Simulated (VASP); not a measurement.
# Ag (Fm-3m) in VASP: notebook

The runs below take Ag through single point, with PBEsol, PBE, r2SCAN.

Everything below comes from runs of VASP 6.6.1. Logs are shortened: lines on timing, memory, paths and dates and some standing lists are left out, and cuts for length are marked.

## (1) The cell of the first run

The structure is cubic, space group Fm-3m (No. 225). The conventional cell has a = 4.054 Å, b = 4.054 Å, c = 4.054 Å, α = 90.00°, β = 90.00°, γ = 90.00°. Ag (site symmetry m-3m) has 12 Ag at 2.87 Å within 3.8 Å.

## (2) Single point, PBEsol

Input file INCAR:

```
ALGO = Normal ; EDIFF = 1E-6
ENCUT = 520 ; GGA = PS
ISIF = 2 ; ISMEAR = -1
LASPH = True ; LCHARG = False
LREAL = False ; LWAVE = False
NBANDS = 12 ; NELM = 80
PREC = Accurate ; SIGMA = 0.05
```

Input file KPOINTS:

```
k-points
0
Gamma
  11 11 11
```

Input file POSCAR:

```
Ag
1.0
    0.0000000000      2.0268050000      2.0268050000
    2.0268050000      0.0000000000      2.0268050000
    2.0268050000      2.0268050000      0.0000000000
Ag
1
Direct
    0.0000000000      0.0000000000      0.0000000000
```

Potentials or basis: VASP PAW PBE potentials, release 64 (Ag).

Started as:

```sh
cat potpaw_PBE.64/Ag/POTCAR > POTCAR
mpirun -np 1 vasp_std > vasp.out
```

OUTCAR:

```text
EDIFF = 1E-6
   ENCUT = 520
   GGA = PS
   ISIF = 2
   ISMEAR = -1
   LASPH = True
   LREAL = False
   NELM = 80
   PREC = Accurate

 ion  position               nearest neighbor table
   1  0.000  0.000  0.000-

  LATTYP: Found a face centered cubic cell.
 ALAT       =     4.0536100000

  Lattice vectors:

 A1 = (   0.0000000000,   2.0268050000,   2.0268050000)
 A2 = (   2.0268050000,   0.0000000000,   2.0268050000)
 A3 = (   2.0268050000,   2.0268050000,   0.0000000000)

Analysis of symmetry for initial positions (statically):
=====================================================================
 Subroutine PRICEL returns:
 Original cell was already a primitive cell.

 Routine SETGRP: Setting up the symmetry group for a
 face centered cubic supercell.

 Subroutine GETGRP returns: Found 48 space group operations
 (whereof 48 operations were pure point group operations)
 out of a pool of 48 trial point group operations.

The static configuration has the point symmetry O_h .

Analysis of symmetry for dynamics (positions and initial velocities):
=====================================================================
 Subroutine PRICEL returns:
 Original cell was already a primitive cell.

 Routine SETGRP: Setting up the symmetry group for a
 face centered cubic supercell.

 Subroutine GETGRP returns: Found 48 space group operations
 (whereof 48 operations were pure point group operations)
 out of a pool of 48 trial point group operations.

The dynamic configuration has the point symmetry O_h .

 Subroutine INISYM returns: Found 48 space group operations
 (whereof 48 operations are pure point group operations),
 and found     1 'primitive' translations

----------------------------------------------------------------------------------------

                                     Primitive cell

  volume of cell :      16.6520

  direct lattice vectors                    reciprocal lattice vectors
     0.000000000  2.026805000  2.026805000    -0.246693688  0.246693688  0.246693688
     2.026805000  0.000000000  2.026805000     0.246693688 -0.246693688  0.246693688
     2.026805000  2.026805000  0.000000000     0.246693688  0.246693688 -0.246693688

  length of vectors
     2.866335119  2.866335119  2.866335119     0.427286001  0.427286001  0.427286001

  position of ions in fractional coordinates (direct lattice)
     0.000000000  0.000000000  0.000000000

  ion indices of the primitive-cell ions
   primitive index   ion index
                 1           1

----------------------------------------------------------------------------------------

 KPOINTS: k-points

Automatic generation of k-mesh.
 Grid dimensions read from file:
 generate k-points for:   11   11   11

 Generating k-lattice:

  Cartesian coordinates                     Fractional coordinates (reciprocal lattice)
    -0.022426699  0.022426699  0.022426699     0.090909091  0.000000000  0.000000000
     0.022426699 -0.022426699  0.022426699     0.000000000  0.090909091  0.000000000
     0.022426699  0.022426699 -0.022426699     0.000000000  0.000000000  0.090909091

  Length of vectors
     0.038844182  0.038844182  0.038844182

  Shift w.r.t. Gamma in fractional coordinates (k-lattice)
     0.000000000  0.000000000  0.000000000

 Subroutine IBZKPT returns following result:
 ===========================================

 Found     56 irreducible k-points:

 Following reciprocal coordinates:
            Coordinates               Weight
  0.000000  0.000000  0.000000      1.000000
  0.090909  0.000000  0.000000      8.000000
  0.181818  0.000000  0.000000      8.000000
  0.272727  0.000000  0.000000      8.000000
  0.363636  0.000000  0.000000      8.000000
  0.454545  0.000000  0.000000      8.000000
[... 16 lines left out ...]
 -0.272727  0.181818  0.000000     24.000000
 -0.181818  0.181818  0.000000     12.000000
 [... further k-points ...]
   k-points           NKPTS =     56   k-points in BZ     NKDIM =     56   number of bands    NBANDS=     12
   number of dos      NEDOS =    301   number of ions     NIONS =      1
   total plane-waves  NPLWV =  13824
   dimension x,y,z NGX =    24 NGY =   24 NGZ =   24
   dimension x,y,z NGXF=    48 NGYF=   48 NGZF=   48
   ions per type =               1
   NGX,Y,Z   is equivalent  to a cutoff of  13.92, 13.92, 13.92 a.u.
   NGXF,Y,Z  is equivalent  to a cutoff of  27.84, 27.84, 27.84 a.u.
 SYSTEM =  unknown system
   PREC   = accura    normal or accurate (medium, high low for compatibility)
   ISTART =      0    job   : 0-new  1-cont  2-samecut
   ICHARG =      2    charge: 1-file 2-atom 10-const
   ISPIN  =      1    spin polarized calculation?
   LNONCOLLINEAR =      F non collinear calculations
   LSORBIT =      F    spin-orbit coupling
   LASPH  =      T    aspherical Exc in radial PAW
   ENCUT  =  520.0 eV  38.22 Ry    6.18 a.u.   5.33  5.33  5.33*2*pi/ulx,y,z
   NELM   =     80;   NELMIN=  2; NELMDL= -5     # of ELM steps
   EDIFF  = 0.1E-05   stopping-criterion for ELM
   LREAL  =      F    real-space projection
   EDIFFG = 0.1E-04   stopping-criterion for IOM
   NSW    =      0    number of steps for IOM
   IBRION =     -1    ionic relax: 0-MD 1-quasi-New 2-CG
   NFREE  =      0    steps in history (QN), initial steepest desc. (CG)
   ISIF   =      2    stress and relaxation
   ISYM   =      2    0-nonsym 1-usesym 2-fastsym
   POTIM  = 0.5000    time-step for ionic-motion
   TEBEG  =    0.0;   TEEND  =   0.0 temperature during run
   PSTRESS=    0.0 pullay stress
   NELECT =      11.0000    total number of electrons
   NUPDOWN=      -1.0000    fix difference up-down
   EMIN   =  10.00;   EMAX   =-10.00  energy-range for DOS
   EFERMI =   0.00;   METHOD = LEGACY
   ISMEAR =    -1;   SIGMA  =   0.05  broadening in eV -4-tet -1-fermi 0-gaus
   EFERMI_NEDOS =   21; number of points for ismear=-14 and -15
   IALGO  =     38    algorithm
   IMIX   =      4    mixing-type and parameters
     AMIX     =   0.40;   BMIX     =  1.00
     AMIX_MAG =   1.60;   BMIX_MAG =  1.00
  volume/ion in A,a.u.               =      16.65       112.37
  Fermi-wavevector in a.u.,A,eV,Ry     =   1.425773  2.694321 27.658318  2.032829
  Thomas-Fermi vector in A             =   2.546121
   LORBIT       =      0    0 simple, 1 ext, 2 COOP (PROOUT), +10 PAW based schemes
   GGA     = PS    functional components
   LHFCALC =     F    Hartree Fock is set to
   AEXX    =    0.0000 exact exchange contribution
   IVDW    =     0    specifies the selected vdW correction
   LEPSILON=     F    determine dielectric tensor
   LRPA    =     F    only Hartree local field effects (RPA)
 non-spin polarized calculation
  energy-cutoff  :      520.00
  volume of cell :       16.65
 maximum number of plane-waves:       459
 NGX is ok and might be reduce to    24
   NGX = 11   NGY = 11   NGZ = 11

 number of electron      11.0000001 magnetization

 Free energy of the ion-electron system (eV)
  ---------------------------------------------------
  ext. energy  EPLUGINS =         0.00000000
  ---------------------------------------------------
  free energy    TOTEN  =        -3.31401595 eV

  energy without entropy =       -3.31174074  energy(sigma->0) =       -3.31287834

 E-fermi :   8.7568     XC(G=0): -12.5553

 val. band max:        8.6987200611   @ k =  -0.4545   0.0909   0.0000
 cond. band min:       8.8158055233   @ k =   0.4545   0.3636   0.0000
 fundamental gap:      0.1170854622
 Fermi energy:         8.7568338676

 k-point     1 :       0.0000    0.0000    0.0000
  band No.  band energies     occupation
      1       0.5565      2.00000
      2       3.6983      2.00000
      3       3.6983      2.00000
      4       3.6983      2.00000
      5       4.7891      2.00000
      6       4.7891      2.00000
      7      24.5989      0.00000
      8      28.3113      0.00000
      9      28.3113      0.00000
     10      28.3113      0.00000
     11      33.1924      0.00000
     12      34.4722      0.00000

 k-point     2 :       0.0909    0.0000    0.0000
  band No.  band energies     occupation
      1       0.8169      2.00000
      2       3.6392      2.00000
      3       3.7697      2.00000
      4       3.7697      2.00000
      5       4.7633      2.00000
      6       4.7633      2.00000
      7      24.5954      0.00000
      8      26.5095      0.00000
      9      28.4330      0.00000
     10      28.4330      0.00000
     11      32.8597      0.00000
     12      34.0987      0.00000

 k-point     3 :       0.1818    0.0000    0.0000
  band No.  band energies     occupation
      1       1.4983      2.00000
      2       3.5928      2.00000
      3       3.8982      2.00000
      4       3.8982      2.00000
      5       4.7716      2.00000
      6       4.7716      2.00000
      7      22.4595      0.00000
      8      25.5036      0.00000
      9      28.6172      0.00000
     10      28.6172      0.00000
     11      31.5979      0.00000
     12      32.9387      0.00000
[... 286 lines left out ...]
 k-point    23 :      -0.2727    0.1818    0.0000
  band No.  band energies     occupation
      1       2.7842      2.00000
      2       3.5066      2.00000
      3       3.9300      2.00000
      4       4.2078      2.00000
      5       4.8023      2.00000
      6       7.2031      2.00000
      7      17.3436      0.00000
      8      20.5350      0.00000
      9      26.0198      0.00000
     10      27.6878      0.00000
     11      30.8947      0.00000
     12      33.5824      0.00000

 k-point    24 :      -0.1818    0.1818    0.0000
  band No.  band energies     occupation
      1       2.6572      2.00000
      2       3.2709      2.00000
      3       3.9117      2.00000
      4       4.3411      2.00000
      5       4.3767      2.00000
      6       5.9473      2.00000
      7      20.6293      0.00000
      8      21.0659      0.00000
      9      27.3242      0.00000
     10      29.1182      0.00000
     11      29.9494      0.00000
     12      33.5427      0.00000

 [... further k-points ...]
[... 5 lines left out ...]
  --------------------------------------------------------------------------------------
  -------------------------------------------------------------------------------------
  Total       -0.0552346     -0.0552346     -0.0552346      0.0000000      0.0000000      0.0000000
  in kB       -5.3144171     -5.3144171     -5.3144171      0.0000000      0.0000000      0.0000000
  external PRESSURE =      -5.3144171 kB  Pullay stress =       0.0000000 kB

 VOLUME and BASIS-vectors are now :
 -----------------------------------------------------------------------------
  energy-cutoff  :      520.00
  volume of cell :       16.65
      direct lattice vectors                 reciprocal lattice vectors
     0.000000000  2.026805000  2.026805000    -0.246693688  0.246693688  0.246693688
     2.026805000  0.000000000  2.026805000     0.246693688 -0.246693688  0.246693688
     2.026805000  2.026805000  0.000000000     0.246693688  0.246693688 -0.246693688

 POSITION                                       TOTAL-FORCE (eV/Angst)
 -----------------------------------------------------------------------------------
      0.00000      0.00000      0.00000         0.000000      0.000000      0.000000
 -----------------------------------------------------------------------------------
    total drift:                               -0.000000      0.000000      0.000000

  FREE ENERGIE OF THE ION-ELECTRON SYSTEM (eV)
  ---------------------------------------------------
  free  energy   TOTEN  =        -3.3140159509 eV

  energy  without entropy=       -3.3117407376  energy(sigma->0) =       -3.31287834
```

It took 12 s on 1 thread of Intel Xeon 6975P-C, shared host; peak memory 0.14 GiB.

What came out:

* Free energy: -3.3140 eV
* Pressure: -0.5 GPa

Caveat: the PAW data sets were made with another functional, which shifts forces and pressure a little.

## (3) Single point, PBE

Input file INCAR:

```
SYSTEM = Ag
  ALGO = Normal
  EDIFF = 1E-6
  ENCUT = 520
  GGA = PE
  ISIF = 2
  ISMEAR = -1
  LASPH = .TRUE.
  LCHARG = .FALSE.
  LREAL = .FALSE.
  LWAVE = .FALSE.
  NBANDS = 12
  NELM = 100
  PREC = Accurate
  SIGMA = 0.05
```

Input file KPOINTS:

```
k-points
0
G
  11 11 11
  0 0 0
```

POSCAR is that of step 2.

Potentials or basis: VASP PAW PBE potentials, release 64 (Ag).

Started as:

```sh
cat potpaw_PBE.64/Ag/POTCAR > POTCAR
mpirun -np 1 vasp_std > vasp.out
```

Wall time 11 s (1 thread of Intel Xeon 6975P-C, shared host); peak memory 0.14 GiB.

It converged, with:

- Free energy: -2.6964 eV
- Pressure: 7.1 GPa

Levels at points of the mesh, in eV from the Fermi level:
```tsv
k point	band 3	band 4	band 5	band 6	band 7	band 8	band 9	band 10
(0.00, 0.00, 0.00)	-5.14	-5.14	-4.06	-4.06	15.84	19.56	19.56	19.56
```

## (4) Single point, r2SCAN

POSCAR is that of step 3.

Input file INCAR.step1:

```
PREC = Accurate ; ENCUT = 520
ISMEAR = -1 ; SIGMA = 0.05
LREAL = F ; LASPH = T
NELM = 80 ; NBANDS = 12
GGA = PE ; ALGO = Normal
EDIFF = 1E-4 ; LWAVE = T
LCHARG = F
```

Input file INCAR.step2:

```
PREC = Accurate ; ENCUT = 520
EDIFF = 1E-6 ; ISMEAR = -1
SIGMA = 0.05 ; LREAL = F
LASPH = T ; NELM = 80
ALGO = Normal ; ISIF = 2
LWAVE = F ; LCHARG = F
METAGGA = R2SCAN ; LMIXTAU = T
NBANDS = 12 ; ISTART = 1
```

Input file KPOINTS:

```
Automatic mesh
0
Gamma
  11 11 11
```

Started as:

```sh
cat potpaw_PBE.64/Ag/POTCAR > POTCAR
cp INCAR.step1 INCAR
mpirun -np 1 vasp_std > vasp.out
cp INCAR.step2 INCAR
mpirun -np 1 vasp_std > vasp.out
```

It took 54 s on 1 thread of Intel Xeon 6975P-C, shared host; peak memory 0.15 GiB.

It converged, with:

```yaml
Free_energy: -21.3521 eV
Pressure: 4.1 GPa
```

Levels at points of the mesh, in eV from the Fermi level:
| k point | band 2 | band 3 | band 4 | band 5 | band 6 | band 7 | band 8 | band 9 | band 10 | band 11 |
| --- | --- | --- | --- | --- | --- | --- | --- | --- | --- | --- |
| (0.00, 0.00, 0.00) | -5.51 | -5.51 | -5.51 | -4.42 | -4.42 | 16.44 | 20.32 | 20.32 | 20.32 | 25.34 |

Caveat: the PAW data sets were made with another functional, which shifts forces and pressure a little.

## (5) Overview

| level | gap on the mesh (eV) | pressure (GPa) |
| --- | --- | --- |
| PBEsol | none | -0.5 |
| PBE | none | 7.1 |
| r2SCAN | none | 4.1 |

Alike in all rows: task single point; potentials or basis VASP PAW PBE potentials, release 64 (Ag); no spin polarisation; cell as given; k mesh 11 × 11 × 11; cutoff (eV) 520; smearing fermi-dirac 0.05 eV.

Every run on the cell as given and a fine mesh finds a metal. The pressure there spans -0.5 GPa (PBEsol) to 7.1 GPa (PBE); a positive pressure means that this level wants a larger cell, a negative one a smaller.

Caveats: the PAW data sets were made with another functional, which shifts forces and pressure a little (some runs).

Total energies depend on the potentials used, so only differences within one code and one set of settings carry meaning.
